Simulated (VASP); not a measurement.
Wanted: the native input for a VASP 6.6.1 run.

```yaml
Task: single point
Functional: LDA
Potentials_or_basis: VASP PAW LDA potentials, release 64 (Sn_d, Pt)
Cutoff: 520 eV
k_mesh: 10 × 10 × 10
Occupations: gaussian, width 0.1 eV
Spin: no spin polarisation
Dipole_correction: no
Further_INCAR_settings: ALGO = Normal; EDIFF = 1e-06; NBANDS = 30
```

The structure of SnPt3 lies in POSCAR:

```
SnPt3
1.0
    3.9797233601      0.0000000000      0.0000000000
    0.0000000000      3.9797233601      0.0000000000
    0.0000000000      0.0000000000      3.9797233601
Sn Pt
1 3
Direct
    0.0000000000      0.0000000000      0.0000000000
    0.0000000000      0.5000000000      0.5000000000
    0.5000000000      0.0000000000      0.5000000000
    0.5000000000      0.5000000000      0.0000000000
```

One way to write it, as run:

INCAR

```
  PREC = Accurate
  ENCUT = 520
  EDIFF = 1E-6
  ISMEAR = 0
  SIGMA = 0.1
  LREAL = False
  LASPH = True
  NELM = 100
  ALGO = Normal
  ISIF = 2
  LWAVE = False
  LCHARG = False
  NBANDS = 30
```

KPOINTS

```
Automatic mesh
0
Gamma
  10 10 10
```

Potentials or basis: VASP PAW LDA potentials, release 64 (Sn_d, Pt).

The run is started by

```console
$ cat potpaw_LDA.64/Sn_d/POTCAR potpaw_LDA.64/Pt/POTCAR > POTCAR
$ mpirun -np 1 vasp_std > vasp.out
```

It gave:

The pressure is 0.8 GPa. The band gap on the k mesh is zero (band 22 reaches 12.26 eV, above the bottom of band 23 at 11.79 eV).

Caveat: spin-orbit coupling is left out, which moves the levels of the heavy elements.

Run time: 63 s on 1 thread of Intel(R) Xeon(R) Platinum 8259CL CPU @ 2.50GHz (Skylake/Cascade Lake), with other jobs on the host, peak memory 0.21 GiB.
